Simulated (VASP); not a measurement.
BePd, 2 atoms in the cell. It takes space group P4/mmm (No. 123, tetragonal). The conventional cell has a = 2.785 Å, b = 2.785 Å, c = 2.813 Å, α = 90.00°, β = 90.00°, γ = 90.00°. Within 3.2 Å of Be (site symmetry 4/mmm) lie 8 Pd at 2.42 Å and 6 Be at 2.78 to 2.81 Å. Within 3.2 Å of Pd (site symmetry 4/mmm) lie 8 Be at 2.42 Å and 6 Pd at 2.78 to 2.81 Å.  This cell differs from its parent crystal: equal xx and yy strain of -1 %.

| Property | Result |
| --- | --- |
| Program | VASP 6.6.1 |
| Task | single point |
| Functional | LDA |
| Potentials or basis | VASP PAW LDA potentials, release 64 (Be, Pd) |
| Cutoff | 520 eV |
| k mesh | 12 × 12 × 12 |
| Occupations | fermi-dirac, width 0.08 eV |
| Spin | no spin polarisation |
| Dipole correction | no |
| Further INCAR settings | ALGO = Normal; EDIFF = 1e-07; NBANDS = 13 |

Potentials or basis: VASP PAW LDA potentials, release 64 (Be, Pd).

Command:

```console
$ cat potpaw_LDA.64/Be/POTCAR potpaw_LDA.64/Pd/POTCAR > POTCAR
$ mpirun -np 1 vasp_std > vasp.out
```

Hardware: 1 thread of AMD EPYC 7R43 64-Core Processor (Zen 3), on a shared host.

Estimate the wall time of this run.

Run time: 72 s on 1 thread of AMD EPYC 7R43 64-Core Processor (Zen 3), on a shared host, peak memory 0.14 GiB. Counts: scf iterations 12, k points 196.
